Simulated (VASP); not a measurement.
Write the native input for VASP 6.6.1 that does the following.

```
Task                   : single point
Functional             : PBE
Potentials or basis    : VASP PAW PBE potentials, release 64 (Be, Se)
Cutoff                 : 520 eV
k mesh                 : 4 × 3 × 3
Occupations            : gaussian, width 0.1 eV
Spin                   : no spin polarisation
Dipole correction      : no
Further INCAR settings : ALGO = Normal; EDIFF = 1e-06; NBANDS = 22
```

The structure of Be4Se3 lies in POSCAR:

```
Be4Se3
1.0
    0.0000000000      0.0000000000      4.6500053806
    6.2311095221      0.0000000000      0.0000000000
   -3.1155547610      5.3962991399      0.0000000000
Be Se
4 3
Direct
    0.7761940412      0.0000000000      0.0000000000
    0.2238059588      0.0000000000      0.0000000000
    0.5000000000      0.3333333333      0.6666666667
    0.5000000000      0.6666666667      0.3333333333
    0.5000000000      0.3171432001      1.0000000000
    0.5000000000      0.0000000000      0.3171432001
    0.5000000000      0.6828567999      0.6828567999
```

These files were run (other wordings do the same):

INCAR

```
PREC = Accurate
ENCUT = 520
EDIFF = 1E-6
ISMEAR = 0
SIGMA = 0.1
LREAL = False
LASPH = True
NELM = 60
ALGO = Normal
ISIF = 2
LWAVE = False
LCHARG = False
GGA = PE
NBANDS = 22
```

KPOINTS

```
regular mesh
0
Gamma
  4 3 3
```

Potentials or basis: VASP PAW PBE potentials, release 64 (Be, Se).

Run with:

```sh
$ cat potpaw_PBE.64/Be/POTCAR potpaw_PBE.64/Se/POTCAR > POTCAR
$ mpirun -np 1 vasp_std > vasp.out
```

Results of the run:

| Quantity | Value |
| --- | --- |
| Pressure | 0.1 GPa |
| Largest force | 0.017 eV/Å |
| Band gap on the k mesh | 0.77 eV (least direct gap 1.18 eV) |

Caveat: an odd mesh through Γ misses points on the zone boundary, where band edges can lie.

It took 64 s on 1 thread of Intel Xeon 8259CL, on a shared host, peak memory 0.26 GiB.
